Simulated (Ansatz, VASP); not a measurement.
LiCl: VASP beside Ansatz

File POSCAR:

```
LiCl
1.0
    0.0000000000      2.7196506354      2.7528997391
    2.7196506354      0.0000000000      2.7528997391
    2.7196506354      2.7196506354      0.0000000000
Li Cl
1 1
Direct
    0.0000000000      0.0000000000      0.0000000000
    0.2500000000      0.2500000000      0.2500000000
```

INCAR.step1

```
SYSTEM = LiCl
  PREC = Accurate
  ENCUT = 520
  ISMEAR = 0
  SIGMA = 0.01
  LREAL = .FALSE.
  LASPH = .TRUE.
  NELM = 60
  NBANDS = 12
  GGA = PE
  ALGO = Normal
  EDIFF = 1E-4
  LWAVE = .TRUE.
  LCHARG = .FALSE.
```

INCAR.step2

```
SYSTEM = LiCl
  PREC = Accurate
  ENCUT = 520
  EDIFF = 1E-7
  ISMEAR = 0
  SIGMA = 0.01
  LREAL = .FALSE.
  LASPH = .TRUE.
  NELM = 60
  ALGO = Normal
  ISIF = 2
  LWAVE = .FALSE.
  LCHARG = .TRUE.
  METAGGA = R2SCAN
  LMIXTAU = .TRUE.
  LELF = .TRUE.
  LVHAR = .TRUE.
  NBANDS = 12
  ISTART = 1
```

KPOINTS

```
regular mesh
0
G
  8 8 8
  0 0 0
```

Input for Ansatz:

```yaml
crystal:
  lattice:
    - [0.0, 2.7196506354, 2.7528997391]
    - [2.7196506354, 0.0, 2.7528997391]
    - [2.7196506354, 2.7196506354, 0.0]
  atoms:
    - { symbol: Li, position: [0.0, 0.0, 0.0] }
    - { symbol: Cl, position: [0.25, 0.25, 0.25] }
kpoints:
  mp_grid: { grid: [8, 8, 8] }
  band_path:
    path:
      - [0.0, 0.0, 0.0]
      - [-0.5, -0.5, 0.0]
      - [-0.375, -0.375, 0.25]
      - [-0.375, 0.0, 0.375]
      - [0.0, 0.0, 0.5]
      - [-0.5, -0.25, 0.25]
    npoints: 1
hamiltonian:
  xc: r2scan
scf:
  occupations: { method: fixed }
  n_extra_bands: 4
output:
  forces: true
  stress: true
  eigenvalues: true
```

Change from the starting cell: epitaxial_xy strain -0.5%.

Alike in both runs: task single point; functional r2SCAN; k mesh 8 × 8 × 8; no spin polarisation.

```csv
,VASP,Ansatz
version,VASP 6.6.1,Ansatz 0.2.0
potentials or method,"VASP PAW PBE potentials, release 64 (Li_sv, Cl)","plane waves, PAW"
plane-wave cutoff (eV),520,500
occupations,"gaussian, width 0.01 eV",fixed
valence electrons in the cell,10,10
```

```csv
,VASP,Ansatz,Ansatz less VASP
gap on the k mesh at the Fermi level (eV),6.77,6.71,-0.058
```

VASP's potentials were made for PBE, not for r2SCAN.

Noted on VASP's run: the cutoff is under 1.25 times that of the potentials, so the pressure is a little rough.
